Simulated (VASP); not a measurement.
# Au (P6_3/mmc) in VASP: further runs, part 2 of 3

VASP 6.6.1. The steps go on from the part before.

## Step 3: Electric field gradients, PBEsol (18.13 Å³/atom)

This run uses another cell than the first one, of 18.13 Å³/atom.

INCAR reads:

```
  PREC = Accurate
  ENCUT = 400
  EDIFF = 1E-8
  ISMEAR = -1
  SIGMA = 0.03
  LREAL = False
  LASPH = True
  NELM = 120
  ALGO = Normal
  ISIF = 2
  LWAVE = False
  LCHARG = False
  GGA = PS
  LEFG = True
  NBANDS = 26
  GGA_COMPAT = False
```

KPOINTS reads:

```
Automatic mesh
0
Gamma
  14 14 8
```

POSCAR reads:

```
Au
1.0
    2.9192042576      0.0000000000      0.0000000000
   -1.4596021288      2.5281050460      0.0000000000
    0.0000000000      0.0000000000      4.9123188226
Au
2
Direct
    0.3333333333      0.6666666667      0.7500000000
    0.6666666667      0.3333333333      0.2500000000
```

Potentials or basis: VASP PAW PBE potentials, release 64 (Au_sv_GW).

Run with:

```
cat potpaw_PBE.64/Au_sv_GW/POTCAR > POTCAR
mpirun -np 1 vasp_std > vasp.out
```

OUTCAR:

```text
PREC = Accurate
   ENCUT = 400
   EDIFF = 1E-8
   ISMEAR = -1
   LREAL = False
   LASPH = True
   NELM = 120
   ISIF = 2
   GGA = PS

 ion  position               nearest neighbor table
   1  0.333  0.667  0.750-   2 2.98   2 2.98   2 2.98   2 2.98   2 2.98   2 2.98
   2  0.667  0.333  0.250-   1 2.98   1 2.98   1 2.98   1 2.98   1 2.98   1 2.98

  LATTYP: Found a hexagonal cell.
 ALAT       =     2.9192042576
 C/A-ratio  =     1.6827595431

  Lattice vectors:

 A1 = (   2.9192042576,   0.0000000000,   0.0000000000)
 A2 = (  -1.4596021288,   2.5281050460,   0.0000000000)
 A3 = (   0.0000000000,   0.0000000000,   4.9123188226)

Analysis of symmetry for initial positions (statically):
=====================================================================
 Subroutine PRICEL returns:
 Original cell was already a primitive cell.

 Routine SETGRP: Setting up the symmetry group for a
 hexagonal supercell.

 Subroutine GETGRP returns: Found 24 space group operations
 (whereof 12 operations were pure point group operations)
 out of a pool of 24 trial point group operations.

The static configuration has the point symmetry D_3d.
 The point group associated with its full space group is D_6h.

Analysis of symmetry for dynamics (positions and initial velocities):
=====================================================================
 Subroutine PRICEL returns:
 Original cell was already a primitive cell.

 Routine SETGRP: Setting up the symmetry group for a
 hexagonal supercell.

 Subroutine GETGRP returns: Found 24 space group operations
 (whereof 12 operations were pure point group operations)
 out of a pool of 24 trial point group operations.

The dynamic configuration has the point symmetry D_3d.
 The point group associated with its full space group is D_6h.

 Subroutine INISYM returns: Found 24 space group operations
 (whereof 12 operations are pure point group operations),
 and found     1 'primitive' translations

----------------------------------------------------------------------------------------

                                     Primitive cell

  volume of cell :      36.2532

  direct lattice vectors                    reciprocal lattice vectors
     2.919204258  0.000000000  0.000000000     0.342559106  0.197776592  0.000000000
    -1.459602129  2.528105046  0.000000000     0.000000000  0.395553184  0.000000000
     0.000000000  0.000000000  4.912318823     0.000000000  0.000000000  0.203569849

  length of vectors
     2.919204258  2.919204258  4.912318823     0.395553184  0.395553184  0.203569849

  position of ions in fractional coordinates (direct lattice)
     0.333333333  0.666666667  0.750000000
     0.666666667  0.333333333  0.250000000

  ion indices of the primitive-cell ions
   primitive index   ion index
                 1           1
                 2           2

----------------------------------------------------------------------------------------

 KPOINTS: Automatic mesh

[... 73 lines left out ...]
   ISIF   =      2    stress and relaxation
   ISYM   =      2    0-nonsym 1-usesym 2-fastsym
   POTIM  = 0.5000    time-step for ionic-motion
   TEBEG  =    0.0;   TEEND  =   0.0 temperature during run
   PSTRESS=    0.0 pullay stress
   NELECT =      38.0000    total number of electrons
   NUPDOWN=      -1.0000    fix difference up-down
   EMIN   =  10.00;   EMAX   =-10.00  energy-range for DOS
   EFERMI =   0.00;   METHOD = LEGACY
   ISMEAR =    -1;   SIGMA  =   0.03  broadening in eV -4-tet -1-fermi 0-gaus
   EFERMI_NEDOS =   21; number of points for ismear=-14 and -15
   IALGO  =     38    algorithm
   IMIX   =      4    mixing-type and parameters
     AMIX     =   0.40;   BMIX     =  1.00
     AMIX_MAG =   1.60;   BMIX_MAG =  1.00
  volume/ion in A,a.u.               =      18.13       122.32
  Fermi-wavevector in a.u.,A,eV,Ry     =   1.662981  3.142579 37.626996  2.765506
  Thomas-Fermi vector in A             =   2.749777
   LORBIT       =      0    0 simple, 1 ext, 2 COOP (PROOUT), +10 PAW based schemes
   GGA     = PS    functional components
   LHFCALC =     F    Hartree Fock is set to
   AEXX    =    0.0000 exact exchange contribution
   IVDW    =     0    specifies the selected vdW correction
   LEPSILON=     F    determine dielectric tensor
   LRPA    =     F    only Hartree local field effects (RPA)
 non-spin polarized calculation
  energy-cutoff  :      400.00
  volume of cell :       36.25
 maximum number of plane-waves:       676
 NGX is ok and might be reduce to    20
   NGX =  9   NGY =  9   NGZ = 17

 number of electron      38.0000012 magnetization

 Free energy of the ion-electron system (eV)
  ---------------------------------------------------
  ext. energy  EPLUGINS =         0.00000000
  ---------------------------------------------------
  free energy    TOTEN  =        -6.52687024 eV

  energy without entropy =       -6.52297744  energy(sigma->0) =       -6.52492384

 E-fermi :   7.6499     XC(G=0): -13.1062

 val. band max:        7.6402903019   @ k =   0.4286   0.0714   0.2500
 cond. band min:       7.6646119176   @ k =   0.2857   0.2143   0.2500
 fundamental gap:      0.0243216157
 Fermi energy:         7.6499265287

 k-point     1 :       0.0000    0.0000    0.0000
  band No.  band energies     occupation
      1     -97.8126      2.00000
      2     -97.8048      2.00000
      3     -49.1643      2.00000
      4     -49.0354      2.00000
      5     -49.0354      2.00000
      6     -49.0140      2.00000
[... 685 lines left out ...]
     25      18.3396      0.00000
     26      18.5760      0.00000

 [... further k-points ...]

------------------------ aborting loop because EDIFF is reached ----------------------------------------

  FORCE on cell =-STRESS in cart. coord.  units (eV):
  Direction    XX          YY          ZZ          XY          YZ          ZX
  --------------------------------------------------------------------------------------
  -------------------------------------------------------------------------------------
  Total       -2.8470280     -2.8470280     -2.8749227      0.0000000     -0.0000000      0.0000000
  in kB     -125.8218817   -125.8218817   -127.0546627      0.0000000     -0.0000000      0.0000000
  external PRESSURE =    -126.2328087 kB  Pullay stress =       0.0000000 kB

 VOLUME and BASIS-vectors are now :
 -----------------------------------------------------------------------------
  energy-cutoff  :      400.00
  volume of cell :       36.25
      direct lattice vectors                 reciprocal lattice vectors
     2.919204258  0.000000000  0.000000000     0.342559106  0.197776592  0.000000000
    -1.459602129  2.528105046  0.000000000     0.000000000  0.395553184  0.000000000
     0.000000000  0.000000000  4.912318823     0.000000000  0.000000000  0.203569849

 POSITION                                       TOTAL-FORCE (eV/Angst)
 -----------------------------------------------------------------------------------
     -0.00000      1.68540      3.68424        -0.000000      0.000000      0.000000
      1.45960      0.84270      1.22808         0.000000     -0.000000      0.000000
 -----------------------------------------------------------------------------------
    total drift:                                0.000000     -0.000000      0.000000

  FREE ENERGIE OF THE ION-ELECTRON SYSTEM (eV)
  ---------------------------------------------------
  free  energy   TOTEN  =        -6.5268702411 eV

  energy  without entropy=       -6.5229774364  energy(sigma->0) =       -6.52492384

 Electric field gradients (V/A^2)
---------------------------------------------------------------------
 ion       V_xx      V_yy      V_zz      V_xy      V_xz      V_yz
---------------------------------------------------------------------
   1      -7.017    -7.015    14.032     0.001     0.000    -0.000
   2      -7.017    -7.015    14.032     0.001    -0.000     0.000
---------------------------------------------------------------------

 Electric field gradients after diagonalization (V/A^2)
 (convention: |V_zz| > |V_xx| > |V_yy|)
----------------------------------------------------------------------
 ion       V_xx      V_yy      V_zz     asymmetry (V_yy - V_xx)/ V_zz
----------------------------------------------------------------------
   1      -7.018    -7.015    14.032       0.000
   2      -7.018    -7.015    14.032       0.000
----------------------------------------------------------------------

           NMR quadrupolar parameters

 Cq : quadrupolar parameter    Cq=e*Q*V_zz/h
 eta: asymmetry parameters     (V_yy - V_xx)/ V_zz
 Q  : nuclear electric quadrupole moment in mb (millibarn)
----------------------------------------------------------------------
 ion       Cq(MHz)       eta       Q (mb)
----------------------------------------------------------------------
   1       0.034       0.000       1.000
   2       0.034       0.000       1.000
----------------------------------------------------------------------
```

Wall time 2 min (1 thread of Intel Xeon Platinum 8375C at 2.90GHz (Ice Lake), shared host); peak memory 0.19 GiB.

Results:

| Property | Result |
| --- | --- |
| Free energy | -6.5269 eV |
| Pressure | -12.6 GPa |
| Band gap on the k mesh | zero (bands 19 and 20 overlap by 6.21 eV) |
| Largest electric field gradient by atom | Au +14.0 V/Å² |

Levels at points of the mesh, in eV from the Fermi level:
```
           k point  band 16  band 17  band 18  band 19  band 20  band 21  band 22  band 23
(0.00, 0.00, 0.00)    -3.32    -3.32    -2.10    -2.10    -0.89     2.38    14.59    15.60
(0.50, 0.00, 0.00)    -1.89    -1.81    -1.64     0.38     1.46     5.58     6.91     7.07
(0.00, 0.00, 0.50)    -4.28    -2.51    -2.51    -2.51    -2.51    10.19    10.19    14.87
(0.50, 0.00, 0.50)    -2.29    -1.71    -1.71     0.58     0.58     3.66     3.66    12.92
```

Electric field gradients, principal values (V/Å²):
```tsv
atom	least	middle	greatest (by size)
1 Au	-7.015	-7.018	14.032
2 Au	-7.015	-7.018	14.032
```

Caveat: the cell stands under tension; without QUAD_EFG the Cq values of the log hold for a quadrupole moment of 1 mb, not for the nuclei; the PAW data sets were made with another functional, which shifts forces and pressure a little; spin-orbit coupling is left out, which moves the levels of the heavy elements.

## Step 4: Electric field gradients, PBEsol (equal xx and yy strain of -3 %)

INCAR reads:

```
SYSTEM = Au
PREC = Accurate ; ENCUT = 400
EDIFF = 1E-8 ; ISMEAR = -1
SIGMA = 0.03 ; LREAL = .False.
LASPH = .True. ; NELM = 120
ALGO = Normal ; ISIF = 2
LWAVE = .False. ; LCHARG = .False.
GGA = PS ; LEFG = .True.
NBANDS = 26 ; GGA_COMPAT = .False.
```

KPOINTS reads:

```
regular mesh
0
Gamma
  14 14 8
  0 0 0
```

POSCAR reads:

```
Au
1.0
    2.8129984581      0.0000000000      0.0000000000
   -1.4064992290      2.4361281256      0.0000000000
    0.0000000000      0.0000000000      4.8800000000
Au
2
Direct
    0.3333333333      0.6666666667      0.7500000000
    0.6666666667      0.3333333333      0.2500000000
```

Potentials or basis: VASP PAW PBE potentials, release 64 (Au_sv_GW).

Run with:

```
cat potpaw_PBE.64/Au_sv_GW/POTCAR > POTCAR
mpirun -np 1 vasp_std > vasp.out
```

OUTCAR:

```text
SYSTEM = Au
   PREC = Accurate
   ENCUT = 400
   EDIFF = 1E-8
   ISMEAR = -1
   LREAL = .False.
   LASPH = .True.
   NELM = 120
   ISIF = 2
   GGA = PS

 ion  position               nearest neighbor table
   1  0.333  0.667  0.750-   2 2.93   2 2.93   2 2.93   2 2.93   2 2.93   2 2.93
   2  0.667  0.333  0.250-   1 2.93   1 2.93   1 2.93   1 2.93   1 2.93   1 2.93

  LATTYP: Found a hexagonal cell.
 ALAT       =     2.8129984581
 C/A-ratio  =     1.7348036526

  Lattice vectors:

 A1 = (   2.8129984581,   0.0000000000,   0.0000000000)
 A2 = (  -1.4064992290,   2.4361281256,   0.0000000000)
 A3 = (   0.0000000000,   0.0000000000,   4.8800000000)

Analysis of symmetry for initial positions (statically):
=====================================================================
 Subroutine PRICEL returns:
 Original cell was already a primitive cell.

 Routine SETGRP: Setting up the symmetry group for a
 hexagonal supercell.
[... 886 lines left out ...]
  volume of cell :       33.44
      direct lattice vectors                 reciprocal lattice vectors
     2.812998458  0.000000000  0.000000000     0.355492552  0.205243720  0.000000000
    -1.406499229  2.436128126  0.000000000     0.000000000  0.410487441  0.000000000
     0.000000000  0.000000000  4.880000000     0.000000000  0.000000000  0.204918033

 POSITION                                       TOTAL-FORCE (eV/Angst)
 -----------------------------------------------------------------------------------
     -0.00000      1.62409      3.66000        -0.000000     -0.000000      0.000000
      1.40650      0.81204      1.22000         0.000000      0.000000      0.000000
 -----------------------------------------------------------------------------------
    total drift:                               -0.000000      0.000000     -0.000000

  FREE ENERGIE OF THE ION-ELECTRON SYSTEM (eV)
  ---------------------------------------------------
  free  energy   TOTEN  =        -6.5735733762 eV

  energy  without entropy=       -6.5700245151  energy(sigma->0) =       -6.57179895

 Electric field gradients (V/A^2)
---------------------------------------------------------------------
 ion       V_xx      V_yy      V_zz      V_xy      V_xz      V_yz
---------------------------------------------------------------------
   1     -18.072   -18.073    36.145    -0.001     0.000     0.000
   2     -18.072   -18.073    36.145    -0.001     0.000     0.000
---------------------------------------------------------------------

 Electric field gradients after diagonalization (V/A^2)
 (convention: |V_zz| > |V_xx| > |V_yy|)
----------------------------------------------------------------------
 ion       V_xx      V_yy      V_zz     asymmetry (V_yy - V_xx)/ V_zz
----------------------------------------------------------------------
   1     -18.074   -18.071    36.145       0.000
   2     -18.074   -18.071    36.145       0.000
----------------------------------------------------------------------

           NMR quadrupolar parameters

 Cq : quadrupolar parameter    Cq=e*Q*V_zz/h
 eta: asymmetry parameters     (V_yy - V_xx)/ V_zz
 Q  : nuclear electric quadrupole moment in mb (millibarn)
----------------------------------------------------------------------
 ion       Cq(MHz)       eta       Q (mb)
----------------------------------------------------------------------
   1       0.087       0.000       1.000
   2       0.087       0.000       1.000
----------------------------------------------------------------------
```

OSZICAR:

```text
N       E                     dE             d eps       ncg     rms          rms(c)
DAV:   1     0.660276951072E+03    0.66028E+03   -0.21972E+04  9678   0.215E+03
DAV:   2     0.705174967370E+02   -0.58976E+03   -0.55674E+03  8256   0.887E+02
DAV:   3    -0.455464100273E+01   -0.75072E+02   -0.72143E+02  9700   0.360E+02
DAV:   4    -0.881689235181E+01   -0.42623E+01   -0.42439E+01 10180   0.842E+01
DAV:   5    -0.897201453092E+01   -0.15512E+00   -0.15507E+00 10124   0.162E+01    0.177E+01
DAV:   6    -0.670848938538E+01    0.22635E+01   -0.46333E+00 10944   0.413E+01    0.147E+01
DAV:   7    -0.659122895698E+01    0.11726E+00   -0.31229E-01 10680   0.705E+00    0.855E+00
DAV:   8    -0.657379025603E+01    0.17439E-01   -0.36819E-02  9274   0.524E+00    0.124E+00
DAV:   9    -0.657352548269E+01    0.26477E-03   -0.22024E-03 11236   0.116E+00    0.171E-01
DAV:  10    -0.657357142455E+01   -0.45942E-04   -0.60461E-05 10874   0.180E-01    0.193E-02
DAV:  11    -0.657357345096E+01   -0.20264E-05   -0.17286E-06  9854   0.233E-02    0.365E-03
DAV:  12    -0.657357343287E+01    0.18088E-07   -0.11794E-07 10066   0.786E-03    0.103E-03
DAV:  13    -0.657357338504E+01    0.47834E-07   -0.41698E-09  4852   0.120E-03    0.109E-04
DAV:  14    -0.657357337624E+01    0.87966E-08   -0.17363E-09  4640   0.985E-04
   1 F= -.65735734E+01 E0= -.65717989E+01  d E =-.354886E-02
```

stdout:

```text
POSCAR found type information on POSCAR Au
 POSCAR found :  1 types and       2 ions
 scaLAPACK will be used
 -----------------------------------------------------------------------------
|                                                                             |
|                                                                             |
|     You enforced a specific xc type in the INCAR file but a different       |
|     I HOPE YOU KNOW WHAT YOU ARE DOING!                                     |
|                                                                             |
 -----------------------------------------------------------------------------

 LDA part: xc-table for (Slater+PW92), standard interpolation
 POSCAR, INCAR and KPOINTS ok, starting setup
 FFT: planning ... GRIDC
 FFT: planning ... GRID_SOFT
 FFT: planning ... GRID
 WAVECAR not read
 entering main loop
ion   1

ion   2
```

Run time: 55 s. Hardware: 1 thread of Intel Xeon Platinum 8375C at 2.90GHz (Ice Lake), shared host; peak memory 0.18 GiB.

What came out:

| Item | Value |
| --- | --- |
| Free energy | -6.5736 eV |
| Pressure | -0.4 GPa |
| Band gap on the k mesh | zero (bands 19 and 20 overlap by 6.77 eV) |
| Largest electric field gradient by atom | Au +36.1 V/Å² |

Electric field gradients, principal values (V/Å²):
```csv
atom,least,middle,greatest (by size)
1 Au,-18.071,-18.074,36.145
2 Au,-18.071,-18.074,36.145
```

Caveat: the cell differs from its parent crystal (equal xx and yy strain of -3 %); without QUAD_EFG the Cq values of the log hold for a quadrupole moment of 1 mb, not for the nuclei; the PAW data sets were made with another functional, which shifts forces and pressure a little; spin-orbit coupling is left out, which moves the levels of the heavy elements.

(Continued in part 3 of 3.)

The gap in the log of VASP goes by the Fermi energy; the results here count the filled bands.